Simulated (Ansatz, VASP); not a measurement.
**MgO: VASP beside Ansatz**

Contents of INCAR:

```
  PREC = Accurate
  ENCUT = 520
  EDIFF = 1E-7
  ISMEAR = 0
  SIGMA = 0.01
  LREAL = False
  LASPH = True
  NELM = 60
  ALGO = Normal
  ISIF = 2
  LWAVE = False
  LCHARG = False
  GGA = PE
  NBANDS = 11
```

File KPOINTS:

```
Automatic mesh
0
Gamma
  8 8 8
```

POSCAR

```
MgO
1.0
    0.0000000000      2.1052216954      2.1052216954
    2.1052216954      0.0000000000      2.1052216954
    2.1052216954      2.1052216954      0.0000000000
Mg O
1 1
Direct
    0.0000000000      0.0000000000      0.0000000000
    0.5000000000      0.5000000000      0.5000000000
```

Input for Ansatz:

```yaml
crystal:
  lattice:
    - [0.0, 2.1052216954, 2.1052216954]
    - [2.1052216954, 0.0, 2.1052216954]
    - [2.1052216954, 2.1052216954, 0.0]
  atoms:
    - { symbol: Mg, position: [0.0, 0.0, 0.0] }
    - { symbol: O, position: [0.5, 0.5, 0.5] }
kpoints:
  mp_grid: { grid: [8, 8, 8] }
hamiltonian:
  xc: pbe
scf:
  occupations: { method: fixed }
  n_extra_bands: 4
output:
  forces: true
  stress: true
  eigenvalues: true
```

Alike in both runs: task single point; functional PBE; k mesh 8 × 8 × 8; no spin polarisation.

|  | VASP | Ansatz |
| --- | --- | --- |
| version | VASP 6.6.1 | Ansatz 0.2.0 |
| potentials or method | VASP PAW PBE potentials, release 64 (Mg, O) | plane waves, PAW |
| plane-wave cutoff (eV) | 520 | 420 |
| occupations | gaussian, width 0.01 eV | fixed |
| valence electrons in the cell | 8 | 16 |

VASP gave:

- gap on the k mesh at the Fermi level (eV): 4.74
- pressure (GPa): 4.2

Estimate Ansatz's values.

gap on the k mesh at the Fermi level (eV): 4.75; pressure (GPa): 4.9.

VASP's potentials hold 8 valence electrons a cell and Ansatz's 16, so a difference there can come from the potentials and not from the codes.
